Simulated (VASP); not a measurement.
# NiO2 (R-3m) in VASP: single point with r2SCAN

Aim: the single point of NiO2 with r2SCAN.

Program: VASP 6.6.1. These are calculated values, not measurements. Logs are shortened: lines on timing, memory, paths and dates and some standing lists are left out, and cuts for length are marked.

## 1. The cell of the first run

It takes space group R-3m (No. 166, trigonal). Conventional cell: a = 2.821 Å, b = 2.821 Å, c = 15.960 Å, α = 90.00°, β = 90.00°, γ = 120.00°. Within 2.5 Å of Ni (site symmetry -3m) lie 6 O at 1.88 Å. Within 2.5 Å of O (site symmetry 3m) lie 3 Ni at 1.88 Å and 3 O at 2.49 Å.

## 2. Single point, r2SCAN

POSCAR reads:

```
NiO2
1.0
    1.4106719793      0.8144518470      5.3198488177
   -1.4106719793      0.8144518470      5.3198488177
    0.0000000000     -1.6289036939      5.3198488177
Ni O
1 2
Direct
    0.0000000000      0.0000000000      0.0000000000
    0.7256797875      0.7256797875      0.7256797875
    0.2743202125      0.2743202125      0.2743202125
```

INCAR.step1 reads:

```
SYSTEM = NiO2
PREC     = Accurate       ! precision mode
ENCUT    = 520            ! plane-wave cutoff, eV
ISMEAR   = 0              ! smearing method
SIGMA    = 0.02           ! smearing width, eV
LREAL    = .FALSE.        ! projectors in reciprocal space
LASPH    = .TRUE.         ! aspherical terms in the spheres
NELM     = 80             ! most SCF steps
NBANDS   = 18             ! bands
GGA      = PE             ! functional
ALGO     = Normal         ! electronic algorithm
EDIFF    = 1E-4           ! SCF threshold, eV
LWAVE    = .TRUE.         ! write WAVECAR
LCHARG   = .FALSE.        ! write CHGCAR
```

INCAR.step2 reads:

```
SYSTEM = NiO2
PREC     = Accurate       ! precision mode
ENCUT    = 520            ! plane-wave cutoff, eV
EDIFF    = 1E-6           ! SCF threshold, eV
ISMEAR   = 0              ! smearing method
SIGMA    = 0.02           ! smearing width, eV
LREAL    = .FALSE.        ! projectors in reciprocal space
LASPH    = .TRUE.         ! aspherical terms in the spheres
NELM     = 80             ! most SCF steps
ALGO     = Normal         ! electronic algorithm
ISIF     = 2              ! what is computed and relaxed
LWAVE    = .FALSE.        ! write WAVECAR
LCHARG   = .TRUE.         ! write CHGCAR
METAGGA  = R2SCAN         ! meta-GGA
LMIXTAU  = .TRUE.       
LELF     = .TRUE.         ! ELF
LVHAR    = .TRUE.       
NBANDS   = 18             ! bands
ISTART   = 1
```

KPOINTS reads:

```
regular mesh
0
G
  12 12 12
  0 0 0
```

Potentials or basis: VASP PAW PBE potentials, release 64 (Ni, O).

Run with:

```sh
$ cat potpaw_PBE.64/Ni/POTCAR potpaw_PBE.64/O/POTCAR > POTCAR
$ cp INCAR.step1 INCAR
$ mpirun -np 1 vasp_std > vasp.out
$ cp INCAR.step2 INCAR
$ mpirun -np 1 vasp_std > vasp.out
```

OUTCAR:

```text
SYSTEM = NiO2
   PREC = Accurate
   ENCUT = 520
   EDIFF = 1E-6
   ISMEAR = 0
   LREAL = .FALSE.
   LASPH = .TRUE.
   NELM = 80
   ISIF = 2
   METAGGA = R2SCAN
   ISTART = 1

 ion  position               nearest neighbor table
   1  0.000  0.000  0.000-   2 1.88   3 1.88   2 1.88   2 1.88   3 1.88   3 1.88
   2  0.726  0.726  0.726-   1 1.88   1 1.88   1 1.88
   3  0.274  0.274  0.274-   1 1.88   1 1.88   1 1.88

  LATTYP: Found a trigonal (rhomboedric) cell.
 ALAT       =     5.5636425737
 COS(alpha) =     0.8714228983

  Lattice vectors:

 A1 = (   1.4106719793,   0.8144518470,   5.3198488177)
 A2 = (  -1.4106719793,   0.8144518470,   5.3198488177)
 A3 = (   0.0000000000,  -1.6289036939,   5.3198488177)

Analysis of symmetry for initial positions (statically):
=====================================================================
 Subroutine PRICEL returns:
 Original cell was already a primitive cell.

 Routine SETGRP: Setting up the symmetry group for a
 trigonal (rhombohedral) supercell.

 Subroutine GETGRP returns: Found 12 space group operations
 (whereof 12 operations were pure point group operations)
 out of a pool of 12 trial point group operations.

The static configuration has the point symmetry D_3d.

Analysis of symmetry for dynamics (positions and initial velocities):
=====================================================================
 Subroutine PRICEL returns:
 Original cell was already a primitive cell.

 Routine SETGRP: Setting up the symmetry group for a
 trigonal (rhombohedral) supercell.

 Subroutine GETGRP returns: Found 12 space group operations
 (whereof 12 operations were pure point group operations)
 out of a pool of 12 trial point group operations.

The dynamic configuration has the point symmetry D_3d.

 Subroutine INISYM returns: Found 12 space group operations
 (whereof 12 operations are pure point group operations),
 and found     1 'primitive' translations

----------------------------------------------------------------------------------------

                                     Primitive cell

  volume of cell :      36.6726

  direct lattice vectors                    reciprocal lattice vectors
     1.410671979  0.814451847  5.319848818     0.354441009  0.204636612  0.062658422
    -1.410671979  0.814451847  5.319848818    -0.354441009  0.204636612  0.062658422
     0.000000000 -1.628903694  5.319848818     0.000000000 -0.409273224  0.062658422

  length of vectors
     5.563642574  5.563642574  5.563642574     0.414041846  0.414041846  0.414041846

  position of ions in fractional coordinates (direct lattice)
     0.000000000  0.000000000  0.000000000
     0.725679787  0.725679787  0.725679787
     0.274320213  0.274320213  0.274320213

  ion indices of the primitive-cell ions
   primitive index   ion index
                 1           1
                 2           2
                 3           3

----------------------------------------------------------------------------------------

 KPOINTS: regular mesh

Automatic generation of k-mesh.
 Grid dimensions read from file:
 generate k-points for:   12   12   12

 Generating k-lattice:

  Cartesian coordinates                     Fractional coordinates (reciprocal lattice)
     0.029536751  0.017053051  0.005221535     0.083333333 -0.000000000  0.000000000
    -0.029536751  0.017053051  0.005221535    -0.000000000  0.083333333  0.000000000
     0.000000000 -0.034106102  0.005221535     0.000000000  0.000000000  0.083333333

  Length of vectors
     0.034503487  0.034503487  0.034503487

  Shift w.r.t. Gamma in fractional coordinates (k-lattice)
     0.000000000  0.000000000  0.000000000

 Subroutine IBZKPT returns following result:
 ===========================================

 Found    189 irreducible k-points:

 Following reciprocal coordinates:
            Coordinates               Weight
  0.000000  0.000000  0.000000      1.000000
  0.083333  0.000000 -0.000000      6.000000
  0.166667  0.000000 -0.000000      6.000000
  0.250000  0.000000  0.000000      6.000000
  0.333333  0.000000 -0.000000      6.000000
  0.416667  0.000000 -0.000000      6.000000
[... 16 lines left out ...]
  0.500000  0.166667  0.000000     12.000000
 -0.416667  0.166667  0.000000     12.000000
 [... further k-points ...]
   k-points           NKPTS =    189   k-points in BZ     NKDIM =    189   number of bands    NBANDS=     18
   number of dos      NEDOS =    301   number of ions     NIONS =      3
   total plane-waves  NPLWV =  74088
   dimension x,y,z NGX =    42 NGY =   42 NGZ =   42
   dimension x,y,z NGXF=    84 NGYF=   84 NGZF=   84
   ions per type =               1   2
   NGX,Y,Z   is equivalent  to a cutoff of  12.55, 12.55, 12.55 a.u.
   NGXF,Y,Z  is equivalent  to a cutoff of  25.10, 25.10, 25.10 a.u.
 SYSTEM =  NiO2
   PREC   = accura    normal or accurate (medium, high low for compatibility)
   ISTART =      1    job   : 0-new  1-cont  2-samecut
   ICHARG =      0    charge: 1-file 2-atom 10-const
   ISPIN  =      1    spin polarized calculation?
   LNONCOLLINEAR =      F non collinear calculations
   LSORBIT =      F    spin-orbit coupling
   LASPH  =      T    aspherical Exc in radial PAW
   ENCUT  =  520.0 eV  38.22 Ry    6.18 a.u.  10.34 10.34 10.34*2*pi/ulx,y,z
   NELM   =     80;   NELMIN=  2; NELMDL=  0     # of ELM steps
   EDIFF  = 0.1E-05   stopping-criterion for ELM
   LREAL  =      F    real-space projection
   EDIFFG = 0.1E-04   stopping-criterion for IOM
   NSW    =      0    number of steps for IOM
   IBRION =     -1    ionic relax: 0-MD 1-quasi-New 2-CG
   NFREE  =      0    steps in history (QN), initial steepest desc. (CG)
   ISIF   =      2    stress and relaxation
   ISYM   =      2    0-nonsym 1-usesym 2-fastsym
   POTIM  = 0.5000    time-step for ionic-motion
   TEBEG  =    0.0;   TEEND  =   0.0 temperature during run
   PSTRESS=    0.0 pullay stress
   NELECT =      22.0000    total number of electrons
   NUPDOWN=      -1.0000    fix difference up-down
   EMIN   =  10.00;   EMAX   =-10.00  energy-range for DOS
   EFERMI =   0.00;   METHOD = LEGACY
   ISMEAR =     0;   SIGMA  =   0.02  broadening in eV -4-tet -1-fermi 0-gaus
   EFERMI_NEDOS =   21; number of points for ismear=-14 and -15
   IALGO  =     38    algorithm
   IMIX   =      4    mixing-type and parameters
     AMIX     =   0.40;   BMIX     =  1.00
     AMIX_MAG =   1.60;   BMIX_MAG =  1.00
  volume/ion in A,a.u.               =      12.22        82.49
  Fermi-wavevector in a.u.,A,eV,Ry     =   1.380708  2.609159 25.937515  1.906354
  Thomas-Fermi vector in A             =   2.505560
   LORBIT       =      0    0 simple, 1 ext, 2 COOP (PROOUT), +10 PAW based schemes
   METAGGA = R2SCAN    functional components
   LHFCALC =     F    Hartree Fock is set to
   AEXX    =    0.0000 exact exchange contribution
   IVDW    =     0    specifies the selected vdW correction
   LEPSILON=     F    determine dielectric tensor
   LRPA    =     F    only Hartree local field effects (RPA)
 non-spin polarized calculation
 Gauss-broadening in eV      SIGMA  =   0.02
  energy-cutoff  :      520.00
  volume of cell :       36.67
 maximum number of plane-waves:      1002
 NGX is ok and might be reduce to    42
   NGX = 21   NGY = 21   NGZ = 21

 number of electron      22.0000005 magnetization

 Free energy of the ion-electron system (eV)
  ---------------------------------------------------
  ext. energy  EPLUGINS =         0.00000000
  ---------------------------------------------------
  free energy    TOTEN  =       -26.42547663 eV

  energy without entropy =      -26.42547663  energy(sigma->0) =      -26.42547663

 E-fermi :   0.4905     XC(G=0): -10.2562

 val. band max:        0.3758048771   @ k =  -0.4167   0.5000   0.4167
 cond. band min:       1.9155896561   @ k =   0.5000   0.2500   0.2500
 fundamental gap:      1.5397847790
 Fermi energy:         0.4904707211

 k-point     1 :       0.0000    0.0000    0.0000
  band No.  band energies     occupation
      1     -19.6761      2.00000
      2     -17.4201      2.00000
      3      -4.8730      2.00000
      4      -4.7668      2.00000
      5      -4.7668      2.00000
      6      -1.7476      2.00000
[... 10 lines left out ...]
     17      21.3632      0.00000
     18      21.3632      0.00000

 k-point     2 :       0.0833    0.0000   -0.0000
  band No.  band energies     occupation
      1     -19.5896      2.00000
      2     -17.4252      2.00000
      3      -4.8196      2.00000
      4      -4.7713      2.00000
      5      -4.7054      2.00000
      6      -1.9409      2.00000
[... 10 lines left out ...]
     17      20.5887      0.00000
     18      21.4646      0.00000

 k-point     3 :       0.1667    0.0000   -0.0000
  band No.  band energies     occupation
      1     -19.3432      2.00000
      2     -17.4428      2.00000
      3      -4.9207      2.00000
      4      -4.5351      2.00000
      5      -4.4963      2.00000
      6      -2.5587      2.00000
[... 10 lines left out ...]
     17      19.1473      0.00000
     18      20.7252      0.00000

 k-point     4 :       0.2500    0.0000    0.0000
  band No.  band energies     occupation
      1     -18.9774      2.00000
      2     -17.4787      2.00000
      3      -5.0199      2.00000
      4      -4.3048      2.00000
      5      -4.1516      2.00000
      6      -3.3118      2.00000
[... 375 lines left out ...]
      4      -4.6173      2.00000
      5      -3.8013      2.00000
      6      -3.1624      2.00000
[... 10 lines left out ...]
     17      17.2994      0.00000
     18      18.4222      0.00000

 k-point    23 :       0.5000    0.1667    0.0000
  band No.  band energies     occupation
      1     -18.0700      2.00000
      2     -17.6466      2.00000
      3      -5.3422      2.00000
      4      -4.6051      2.00000
      5      -3.5924      2.00000
      6      -2.9446      2.00000
[... 10 lines left out ...]
     17      17.0810      0.00000
     18      18.2495      0.00000

 k-point    24 :      -0.4167    0.1667    0.0000
  band No.  band energies     occupation
      1     -17.8677      2.00000
      2     -17.7542      2.00000
      3      -5.5072      2.00000
      4      -4.5729      2.00000
      5      -3.3245      2.00000
      6      -3.1286      2.00000
[... 10 lines left out ...]
     17      16.7734      0.00000
     18      18.3375      0.00000

 [... further k-points ...]
[... 5 lines left out ...]
  --------------------------------------------------------------------------------------
  -------------------------------------------------------------------------------------
  Total       -1.5989757     -1.5989757     -0.7364010      0.0000000     -0.0000000      0.0000000
  in kB      -69.8570835    -69.8570835    -32.1723610      0.0000000     -0.0000000      0.0000000
  external PRESSURE =     -57.2955093 kB  Pullay stress =       0.0000000 kB

 VOLUME and BASIS-vectors are now :
 -----------------------------------------------------------------------------
  energy-cutoff  :      520.00
  volume of cell :       36.67
      direct lattice vectors                 reciprocal lattice vectors
     1.410671979  0.814451847  5.319848818     0.354441009  0.204636612  0.062658422
    -1.410671979  0.814451847  5.319848818    -0.354441009  0.204636612  0.062658422
     0.000000000 -1.628903694  5.319848818     0.000000000 -0.409273224  0.062658422

 POSITION                                       TOTAL-FORCE (eV/Angst)
 -----------------------------------------------------------------------------------
      0.00000      0.00000      0.00000         0.000000      0.000000      0.000000
      0.00000      0.00000     11.58152         0.000000     -0.000000     -0.287342
      0.00000      0.00000      4.37803         0.000000      0.000000      0.287342
 -----------------------------------------------------------------------------------
    total drift:                                0.000000      0.000000     -0.000000

  FREE ENERGIE OF THE ION-ELECTRON SYSTEM (eV)
  ---------------------------------------------------
  free  energy   TOTEN  =       -26.4254766335 eV

  energy  without entropy=      -26.4254766335  energy(sigma->0) =      -26.42547663
```

Run time: 16 min. Hardware: 1 thread of Intel Xeon Platinum 8488C (Sapphire Rapids), shared host; peak memory 0.35 GiB.

Results:

| Quantity | Value |
| --- | --- |
| Free energy | -26.4255 eV |
| Pressure | -5.7 GPa |
| Largest force | 0.287 eV/Å |
| Band gap on the k mesh | 1.54 eV, indirect (least direct gap 1.74 eV) |

Forces on the atoms (eV/Å):
```
Ni   0.000  0.000  0.000
O    0.000  0.000 -0.287
O    0.000  0.000  0.287
```

Stress tensor (GPa, compression positive):
```
-6.99  0.00  0.00
 0.00 -6.99  0.00
 0.00  0.00 -3.22
```

Caveat: the PAW data sets were made with another functional, which shifts forces and pressure a little.
